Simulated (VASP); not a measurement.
A run of VASP 6.6.1:

The input POSCAR.step1:

```
TePb
1.0
    0.0000000000      3.1310073621      3.1310073621
    3.1310073621      0.0000000000      3.1310073621
    3.1310073621      3.1310073621      0.0000000000
Pb Te
1 1
Direct
    0.0000000000      0.0000000000      0.0000000000
    0.5000000000      0.5000000000      0.5000000000
```

File POSCAR.step2:

```
TePb
1.0
    0.0000000000      3.1650427173      3.1650427173
    3.1650427173      0.0000000000      3.1650427173
    3.1650427173      3.1650427173      0.0000000000
Pb Te
1 1
Direct
    0.0000000000      0.0000000000      0.0000000000
    0.5000000000      0.5000000000      0.5000000000
```

The input POSCAR.step3:

```
TePb
1.0
    0.0000000000      3.1983614049      3.1983614049
    3.1983614049      0.0000000000      3.1983614049
    3.1983614049      3.1983614049      0.0000000000
Pb Te
1 1
Direct
    0.0000000000      0.0000000000      0.0000000000
    0.5000000000      0.5000000000      0.5000000000
```

The input POSCAR.step4:

```
TePb
1.0
    0.0000000000      3.2310000000      3.2310000000
    3.2310000000      0.0000000000      3.2310000000
    3.2310000000      3.2310000000      0.0000000000
Pb Te
1 1
Direct
    0.0000000000      0.0000000000      0.0000000000
    0.5000000000      0.5000000000      0.5000000000
```

POSCAR.step5

```
TePb
1.0
    0.0000000000      3.2629921796      3.2629921796
    3.2629921796      0.0000000000      3.2629921796
    3.2629921796      3.2629921796      0.0000000000
Pb Te
1 1
Direct
    0.0000000000      0.0000000000      0.0000000000
    0.5000000000      0.5000000000      0.5000000000
```

POSCAR.step6

```
TePb
1.0
    0.0000000000      3.2943690292      3.2943690292
    3.2943690292      0.0000000000      3.2943690292
    3.2943690292      3.2943690292      0.0000000000
Pb Te
1 1
Direct
    0.0000000000      0.0000000000      0.0000000000
    0.5000000000      0.5000000000      0.5000000000
```

File POSCAR.step7:

```
TePb
1.0
    0.0000000000      3.3251593095      3.3251593095
    3.3251593095      0.0000000000      3.3251593095
    3.3251593095      3.3251593095      0.0000000000
Pb Te
1 1
Direct
    0.0000000000      0.0000000000      0.0000000000
    0.5000000000      0.5000000000      0.5000000000
```

Contents of INCAR:

```
SYSTEM = TePb
ALGO     = Normal         ! electronic algorithm
EDIFF    = 1E-7           ! SCF threshold, eV
EFERMI   = MIDGAP       
ENCUT    = 450            ! plane-wave cutoff, eV
GGA_COMPAT= .FALSE.      
ISIF     = 2              ! what is computed and relaxed
ISMEAR   = 0              ! smearing method
LASPH    = .TRUE.         ! aspherical terms in the spheres
LCHARG   = .FALSE.        ! write CHGCAR
LMIXTAU  = .TRUE.       
LREAL    = .FALSE.        ! projectors in reciprocal space
LWAVE    = .FALSE.        ! write WAVECAR
METAGGA  = TPSS           ! meta-GGA
NELM     = 120            ! most SCF steps
NSW      = 0              ! ionic steps
PREC     = Accurate       ! precision mode
SIGMA    = 0.03           ! smearing width, eV
```

KPOINTS

```
k-points
0
Gamma
  6 6 6
```

Potentials or basis: VASP PAW PBE potentials, release 64 (Pb_d_GW, Te_GW).

The run is started by

```bash
$ cat potpaw_PBE.64/Pb_d_GW/POTCAR potpaw_PBE.64/Te_GW/POTCAR > POTCAR
$ cp POSCAR.step1 POSCAR
$ mpirun -np 1 vasp_std > vasp.out
$ cp POSCAR.step2 POSCAR
$ mpirun -np 1 vasp_std > vasp.out
$ cp POSCAR.step3 POSCAR
$ mpirun -np 1 vasp_std > vasp.out
$ cp POSCAR.step4 POSCAR
$ mpirun -np 1 vasp_std > vasp.out
$ cp POSCAR.step5 POSCAR
$ mpirun -np 1 vasp_std > vasp.out
$ cp POSCAR.step6 POSCAR
$ mpirun -np 1 vasp_std > vasp.out
$ cp POSCAR.step7 POSCAR
$ mpirun -np 1 vasp_std > vasp.out
```

Hardware: 1 thread of Intel(R) Xeon(R) 6975P-C (Granite Rapids), on a shared host.

Estimate the wall time of this run.

Run time: 7.4 min on 1 thread of Intel(R) Xeon(R) 6975P-C (Granite Rapids), on a shared host, peak memory 0.23 GiB. Counts: k points 16.
